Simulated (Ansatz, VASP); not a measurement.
One calculation of Zn5Cd2Te, two programs

```
Zn Cd Te
1.0
     4.30339    0.00000    0.00000
     0.00000    4.30339    0.00000
     0.00000    0.00000    8.58605
Zn Cd Te
5 2 1
Direct
  0.00000 0.50000 0.21719
  0.50000 0.00000 0.78281
  0.50000 0.00000 0.21719
  0.00000 0.50000 0.78281
  0.50000 0.50000 0.00000
  0.00000 0.00000 0.00000
  0.50000 0.50000 0.50000
  0.00000 0.00000 0.50000
```

Change from the starting cell: species swapped into the Al5CuW2 type (P4/mmm, No. 123).

Alike in both runs: functional PBE; k mesh 8 × 8 × 4; occupations gaussian, width 0.1 eV; no spin polarisation.

Ansatz relaxed the structure, and its values are those at the end. VASP's run is a single point on that final structure, the one shown.

|  | VASP | Ansatz |
| --- | --- | --- |
| version | VASP 6.6.1 | Ansatz 0.2.0 |
| potentials or method | VASP PAW PBE potentials, release 64 (Zn, Cd, Te), cutoff 520 eV | scalar-relativistic, plane waves, PAW |
| valence electrons in the cell | 90 | 116 |

Ansatz gave:

* gap on the k mesh at the Fermi level (eV): none
* pressure (GPa): 0.0
* rms of the force components (eV/Å): 0.000

Task: Which values does VASP return?

Result: gap on the k mesh at the Fermi level (eV): none; pressure (GPa): 0.2; rms of the force components (eV/Å): 0.004.

A gap of «none» marks a metal or a gap that the smearing closes. VASP's potentials hold 90 valence electrons a cell and Ansatz's 116, so a difference there can come from the potentials and not from the codes.

Spin-orbit coupling is off throughout.
